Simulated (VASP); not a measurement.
# Zn23O25 (a cell with a defect) in VASP: single point with PBE

Aim: the single point of Zn23O25 (a cell with a defect) with PBE.

Everything below comes from runs of VASP 6.6.1. Logs are shortened: lines on timing, memory, paths and dates and some standing lists are left out, and cuts for length are marked.

**1. The cell of the first run**

The cell holds a defect, 48 atoms: a = 8.428 Å, b = 8.428 Å, c = 8.428 Å, α = 84.74°, β = 84.74°, γ = 84.74°.

**2. Single point, PBE**

INCAR

```
PREC = Accurate
ENCUT = 520
EDIFF = 1E-6
ISMEAR = 0
SIGMA = 0.01
LREAL = Auto
LASPH = T
NELM = 60
ALGO = Normal
ISIF = 2
LWAVE = F
LCHARG = F
GGA = PE
NBANDS = 243
```

KPOINTS

```
Automatic mesh
0
Gamma
  2 2 2
  0.5 0.5 0.5
```

POSCAR

```
Zn23O25
1.0
    3.2793874435     -5.6800656700      5.2931776219
    3.2793874436      5.6800656699      5.2931776219
   -6.5587748871      0.0000000001      5.2931776219
O Zn
25 23
Direct
    0.6334577520      0.3001244186      0.4667910853
    0.8331375142      0.4998041808      0.6664708475
    0.1220661582      0.7887328249      0.9553994915
    0.4641334289      0.6279670670      0.7948531137
    0.9613004004      0.6281864471      0.2974667623
    0.2935577916      0.4578232172      0.1301084607
    0.6266970693      0.7935971325      0.4583576276
    0.9615197804      0.1308000956      0.7946337337
    0.2967751274      0.9602244583      0.6244898839
    0.6250242943      0.2933637359      0.9602637992
    0.7911565506      0.9634417941      0.1268911249
    0.1269304659      0.2916909610      0.4600304026
    0.4529424171      0.1196090838      0.2862757504
    0.4647807910      0.2913593622      0.6176123221
    0.7920395886      0.6286739252      0.9769221778
    0.1435888445      0.4587062553      0.7953405919
    0.6246926955      0.4509456554      0.2981141243
    0.9610873720      0.2940318409      0.1272424509
    0.2939091176      0.6277540386      0.4606985076
    0.6273651742      0.9605757843      0.7944207053
    0.9620072585      0.8102555112      0.6253729219
    0.2948392680      0.1239933331      0.9537730466
    0.4573266664      0.7871063799      0.1281726013
    0.7842789887      0.1314474576      0.4580260289
    0.1204397132      0.9615059347      0.2906599997
   -0.0108133978      0.6558532689      0.8225199355
    0.3428598259      0.5039255196      0.6653626490
    0.8372588529      0.4986959823      0.1761931592
    0.1696980573      0.3309939276      0.0006322028
    0.5005883332      0.6651957388      0.3363704078
    0.8320293156      0.0095264926      0.6705921863
    0.1672988694      0.8363647240      0.4976605942
    0.5030370745      0.1672549999      0.8318624055
    0.6643272609      0.8339655361      0.0030313906
   -0.0014709278      0.1697037412      0.3339216665
    0.3275632667     -0.0057700666      0.1608966000
    0.3338047441      0.1638275692      0.4937267463
    0.6695290776      0.5018522447      0.8392236484
    0.0058903151      0.3361957442      0.6685189114
    0.4971609026      0.3270600796      0.1671380775
    0.8337780693      0.1693590672      0.0004593523
    0.1671260190      0.5004447360      0.3360257338
    0.5026924005      0.8337926857      0.6671114026
    0.8351855780      0.6725569818      0.5028624109
    0.1647243294     -0.0052891797      0.8300535717
    0.3280441537      0.6633869051     -0.0019423373
    0.6603934130      0.0004714108      0.3304942359
   -0.0032797616      0.8313909960      0.1613774870
```

Potentials or basis: VASP PAW PBE potentials, release 64 (O, Zn).

On the command line:

```bash
cat potpaw_PBE.64/O/POTCAR potpaw_PBE.64/Zn/POTCAR > POTCAR
mpirun -np 1 vasp_std > vasp.out
```

OUTCAR:

```text
PREC = Accurate
   ENCUT = 520
   EDIFF = 1E-6
   ISMEAR = 0
   LREAL = Auto
   LASPH = T
   NELM = 60
   ISIF = 2
   GGA = PE

 ion  position               nearest neighbor table
   1  0.633  0.300  0.467-  24 1.82  14 1.82  17 1.82
   2  0.833  0.500  0.666-  39 1.91  38 1.91  44 1.91  26 2.48
   3  0.122  0.789  0.955-  45 1.99  48 1.99  46 1.99  26 2.11
   4  0.464  0.628  0.795-  27 1.98  43 1.99  38 1.99  46 2.00
   5  0.961  0.628  0.297-  28 1.98  42 1.99  44 1.99  48 2.00
   6  0.294  0.458  0.130-  40 1.99  42 2.00  46 2.00  29 2.01
   7  0.627  0.794  0.458-  47 1.99  30 1.99  44 2.00  43 2.00
[... 16 lines left out ...]
  24  0.784  0.131  0.458-   1 1.82  47 2.02  31 2.04  35 2.04
  25  0.120  0.962  0.291-  35 2.00  36 2.00  32 2.01  48 2.03
  26  0.989  0.656  0.823-  16 2.03  21 2.03  15 2.03   3 2.11   2 2.48
  27  0.343  0.504  0.665-  16 1.97   4 1.98  19 1.99  14 2.04
  28  0.837  0.499  0.176-  15 1.97   5 1.98  18 1.99  17 2.04
  29  0.170  0.331  0.001-  16 1.97  18 2.01  22 2.01   6 2.01
  30  0.501  0.665  0.336-  19 1.98   7 1.99  23 2.00  17 2.04
  31  0.832  0.010  0.671-  21 1.97   8 1.98  20 1.99  24 2.04
  32  0.167  0.836  0.498-  21 1.97  19 2.01  25 2.01   9 2.01
[... 14 lines left out ...]
  47  0.660  0.000  0.330-  13 1.98  11 1.99   7 1.99  24 2.02
  48  0.997  0.831  0.161-   3 1.99  11 2.00   5 2.00  25 2.03

  LATTYP: Found a trigonal (rhomboedric) cell.
 ALAT       =     8.4282416527
 COS(alpha) =     0.0916300661

  Lattice vectors:

 A1 = (   3.2793874435,  -5.6800656700,   5.2931776219)
 A2 = (   3.2793874436,   5.6800656699,   5.2931776219)
 A3 = (  -6.5587748871,   0.0000000001,   5.2931776219)

Analysis of symmetry for initial positions (statically):
=====================================================================
 Subroutine PRICEL returns:
 Original cell was already a primitive cell.

 Routine SETGRP: Setting up the symmetry group for a
 trigonal (rhombohedral) supercell.

 Subroutine GETGRP returns: Found  3 space group operations
 (whereof  1 operations were pure point group operations)
 out of a pool of 12 trial point group operations.

The static configuration has the point symmetry C_1 .
 The point group associated with its full space group is C_3 .

Analysis of symmetry for dynamics (positions and initial velocities):
=====================================================================
 Subroutine PRICEL returns:
 Original cell was already a primitive cell.

 Routine SETGRP: Setting up the symmetry group for a
 trigonal (rhombohedral) supercell.

 Subroutine GETGRP returns: Found  3 space group operations
 (whereof  1 operations were pure point group operations)
 out of a pool of 12 trial point group operations.

The dynamic configuration has the point symmetry C_1 .
 The point group associated with its full space group is C_3 .

 Subroutine INISYM returns: Found  3 space group operations
 (whereof  1 operations are pure point group operations),
 and found     1 'primitive' translations

----------------------------------------------------------------------------------------

                                     Primitive cell

  volume of cell :     591.5804

  direct lattice vectors                    reciprocal lattice vectors
     3.279387444 -5.680065670  5.293177622     0.050822499 -0.088027151  0.062974145
     3.279387444  5.680065670  5.293177622     0.050822499  0.088027151  0.062974145
    -6.558774887  0.000000000  5.293177622    -0.101644999  0.000000000  0.062974145

  length of vectors
     8.428241653  8.428241653  8.428241653     0.119571939  0.119571939  0.119571939

  position of ions in fractional coordinates (direct lattice)
     0.633457752  0.300124419  0.466791085
     0.833137514  0.499804181  0.666470848
     0.122066158  0.788732825  0.955399492
     0.464133429  0.627967067  0.794853114
     0.961300400  0.628186447  0.297466762
     0.293557792  0.457823217  0.130108461
[... 40 lines left out ...]
     0.660393413  0.000471411  0.330494236
     0.996720238  0.831390996  0.161377487

  ion indices of the primitive-cell ions
   primitive index   ion index
                 1           1
                 2           2
                 3           3
                 4           4
                 5           5
                 6           6
[... 40 lines left out ...]
                47          47
                48          48

----------------------------------------------------------------------------------------

 KPOINTS: Automatic mesh

Automatic generation of k-mesh.
 Grid dimensions read from file:
 generate k-points for:    2    2    2

 Generating k-lattice:

  Cartesian coordinates                     Fractional coordinates (reciprocal lattice)
     0.025411250 -0.044013576  0.031487072     0.500000000 -0.000000000  0.000000000
     0.025411250  0.044013576  0.031487072    -0.000000000  0.500000000  0.000000000
    -0.050822499  0.000000000  0.031487072    -0.000000000 -0.000000000  0.500000000

  Length of vectors
     0.059785970  0.059785970  0.059785970

  Shift w.r.t. Gamma in fractional coordinates (k-lattice)
     0.500000000  0.500000000  0.500000000

 Subroutine IBZKPT returns following result:
 ===========================================

 Found      2 irreducible k-points:

 Following reciprocal coordinates:
            Coordinates               Weight
  0.250000  0.250000  0.250000      2.000000
 -0.250000  0.250000  0.250000      6.000000
   k-points           NKPTS =      2   k-points in BZ     NKDIM =      2   number of bands    NBANDS=    243
   number of dos      NEDOS =    301   number of ions     NIONS =     48
   total plane-waves  NPLWV = 262144
   dimension x,y,z NGX =    64 NGY =   64 NGZ =   64
   dimension x,y,z NGXF=   128 NGYF=  128 NGZF=  128
   ions per type =              25  23
   NGX,Y,Z   is equivalent  to a cutoff of  12.62, 12.62, 12.62 a.u.
   NGXF,Y,Z  is equivalent  to a cutoff of  25.25, 25.25, 25.25 a.u.
 SYSTEM =  unknown system
   PREC   = accura    normal or accurate (medium, high low for compatibility)
   ISTART =      0    job   : 0-new  1-cont  2-samecut
   ICHARG =      2    charge: 1-file 2-atom 10-const
   ISPIN  =      1    spin polarized calculation?
   LNONCOLLINEAR =      F non collinear calculations
   LSORBIT =      F    spin-orbit coupling
   LASPH  =      T    aspherical Exc in radial PAW
   ENCUT  =  520.0 eV  38.22 Ry    6.18 a.u.  15.67 15.67 15.67*2*pi/ulx,y,z
   NELM   =     60;   NELMIN=  2; NELMDL= -5     # of ELM steps
   EDIFF  = 0.1E-05   stopping-criterion for ELM
   LREAL  =      T    real-space projection
   EDIFFG = 0.1E-04   stopping-criterion for IOM
   NSW    =      0    number of steps for IOM
   IBRION =     -1    ionic relax: 0-MD 1-quasi-New 2-CG
   NFREE  =      0    steps in history (QN), initial steepest desc. (CG)
   ISIF   =      2    stress and relaxation
   ISYM   =      2    0-nonsym 1-usesym 2-fastsym
   POTIM  = 0.5000    time-step for ionic-motion
   TEBEG  =    0.0;   TEEND  =   0.0 temperature during run
   PSTRESS=    0.0 pullay stress
   NELECT =     426.0000    total number of electrons
   NUPDOWN=      -1.0000    fix difference up-down
   EMIN   =  10.00;   EMAX   =-10.00  energy-range for DOS
   EFERMI =   0.00;   METHOD = LEGACY
   ISMEAR =     0;   SIGMA  =   0.01  broadening in eV -4-tet -1-fermi 0-gaus
   EFERMI_NEDOS =   21; number of points for ismear=-14 and -15
   IALGO  =     38    algorithm
   IMIX   =      4    mixing-type and parameters
     AMIX     =   0.40;   BMIX     =  1.00
     AMIX_MAG =   1.60;   BMIX_MAG =  1.00
  volume/ion in A,a.u.               =      12.32        83.17
  Fermi-wavevector in a.u.,A,eV,Ry     =   1.467372  2.772930 29.295783  2.153179
  Thomas-Fermi vector in A             =   2.582997
   LORBIT       =      0    0 simple, 1 ext, 2 COOP (PROOUT), +10 PAW based schemes
   GGA     = PE    functional components
   LHFCALC =     F    Hartree Fock is set to
   AEXX    =    0.0000 exact exchange contribution
   IVDW    =     0    specifies the selected vdW correction
   LEPSILON=     F    determine dielectric tensor
   LRPA    =     F    only Hartree local field effects (RPA)
 non-spin polarized calculation
 Gauss-broadening in eV      SIGMA  =   0.01
  energy-cutoff  :      520.00
  volume of cell :      591.58
 maximum number of plane-waves:     15929
 NGX is ok and might be reduce to    64
   NGX = 31   NGY = 31   NGZ = 31

 number of electron     426.0000010 magnetization

 Free energy of the ion-electron system (eV)
  ---------------------------------------------------
  ext. energy  EPLUGINS =         0.00000000
  ---------------------------------------------------
  free energy    TOTEN  =      -211.73563207 eV

  energy without entropy =     -211.73563207  energy(sigma->0) =     -211.73563207

 E-fermi :   0.8480     XC(G=0): -10.6498

 val. band max:        0.7802351096   @ k =  -0.2500   0.2500   0.2500
 cond. band min:       2.1996286801   @ k =  -0.2500   0.2500   0.2500
 fundamental gap:      1.4193935705
 Fermi energy:         0.8479897652

 k-point     1 :       0.2500    0.2500    0.2500
  band No.  band energies     occupation
      1     -18.7085      2.00000
      2     -16.8638      2.00000
      3     -16.8531      2.00000
      4     -16.8370      2.00000
      5     -16.6503      2.00000
      6     -16.5510      2.00000
[... 217 lines left out ...]
    224       6.2968      0.00000
    225       6.3169      0.00000

 k-point     2 :      -0.2500    0.2500    0.2500
  band No.  band energies     occupation
      1     -18.7084      2.00000
      2     -16.9116      2.00000
      3     -16.8553      2.00000
      4     -16.7501      2.00000
      5     -16.6562      2.00000
      6     -16.6171      2.00000
[... 217 lines left out ...]
    224       6.3097      0.00000
    225       6.6402      0.00000
 [bands above 225 left out]

------------------------ aborting loop because EDIFF is reached ----------------------------------------

  FORCE on cell =-STRESS in cart. coord.  units (eV):
  Direction    XX          YY          ZZ          XY          YZ          ZX
  --------------------------------------------------------------------------------------
  -------------------------------------------------------------------------------------
  Total        1.9657988      1.9657988      5.6988867      0.0000000      0.0000000     -0.0000000
  in kB        5.3239731      5.3239731     15.4342951      0.0000001      0.0000000     -0.0000000
  external PRESSURE =       8.6940805 kB  Pullay stress =       0.0000000 kB

 VOLUME and BASIS-vectors are now :
 -----------------------------------------------------------------------------
  energy-cutoff  :      520.00
  volume of cell :      591.58
      direct lattice vectors                 reciprocal lattice vectors
     3.279387444 -5.680065670  5.293177622     0.050822499 -0.088027151  0.062974145
     3.279387444  5.680065670  5.293177622     0.050822499  0.088027151  0.062974145
    -6.558774887  0.000000000  5.293177622    -0.101644999  0.000000000  0.062974145

 POSITION                                       TOTAL-FORCE (eV/Angst)
 -----------------------------------------------------------------------------------
     -0.00000     -1.89336      7.41242        -0.000000     -0.000000      0.016580
     -0.00000     -1.89336     10.58325         0.000000      0.000000     -0.023155
     -3.27939      3.78671      9.87812         0.000000     -0.000000     -0.020950
     -1.63184      0.93059      9.98798        -0.000752     -0.003248      0.017248
      3.26153     -1.89211      9.98798        -0.002437      0.002276      0.017248
      1.61072      0.93304      4.66588        -0.007421      0.004885      0.004728
[... 40 lines left out ...]
     -0.00041     -3.74840      5.24744        -0.005391     -0.004610      0.001572
      4.93665     -0.93908     10.53072         0.006259     -0.008203      0.008786
 -----------------------------------------------------------------------------------
    total drift:                                0.001100     -0.001473      0.008089

  FREE ENERGIE OF THE ION-ELECTRON SYSTEM (eV)
  ---------------------------------------------------
  free  energy   TOTEN  =      -211.7356320711 eV

  energy  without entropy=     -211.7356320711  energy(sigma->0) =     -211.73563207
```

Wall time 18 min (1 thread of Oxide Virtual Turin-like, shared host); peak memory 0.62 GiB.

Results:

```yaml
Free_energy: -211.7356 eV
Pressure: 0.9 GPa
Largest_force: 0.032 eV/Å
Band_gap_on_the_k_mesh: 1.42 eV
```

Forces on the atoms (eV/Å):
```
O    0.000  0.000  0.017
O    0.000  0.000 -0.023
O    0.000  0.000 -0.021
O   -0.001 -0.003  0.017
O   -0.002  0.002  0.017
O   -0.007  0.005  0.005
O    0.008 -0.004  0.011
O    0.003  0.001  0.017
O   -0.001 -0.009  0.005
O    0.000  0.008  0.011
O    0.008  0.004  0.005
O   -0.007 -0.005  0.011
O    0.000  0.000  0.002
O    0.024 -0.016  0.014
O   -0.003  0.000 -0.013
O    0.001 -0.003 -0.013
O   -0.025 -0.013  0.014
O    0.003 -0.002 -0.010
O    0.000  0.004 -0.010
O   -0.004 -0.002 -0.010
O    0.002  0.003 -0.013
O    0.010  0.001 -0.018
O   -0.004 -0.009 -0.018
O    0.002  0.028  0.014
O   -0.006  0.008 -0.018
Zn   0.000  0.000  0.000
Zn   0.008 -0.005 -0.008
Zn  -0.009 -0.004 -0.008
Zn  -0.013 -0.001  0.002
Zn   0.003 -0.008 -0.005
Zn   0.001  0.010 -0.008
Zn   0.007 -0.011  0.002
Zn   0.005  0.006 -0.005
Zn   0.006  0.012  0.002
Zn  -0.008  0.001 -0.005
Zn   0.000  0.000 -0.008
Zn  -0.001  0.007  0.002
Zn  -0.026  0.014  0.003
Zn   0.001 -0.030  0.003
Zn   0.007 -0.002  0.002
Zn   0.001 -0.004  0.003
Zn   0.003  0.003  0.003
Zn  -0.004  0.001  0.003
Zn   0.026  0.016  0.003
Zn  -0.010 -0.001  0.009
Zn   0.004  0.010  0.009
Zn  -0.005 -0.005  0.002
Zn   0.006 -0.008  0.009
```
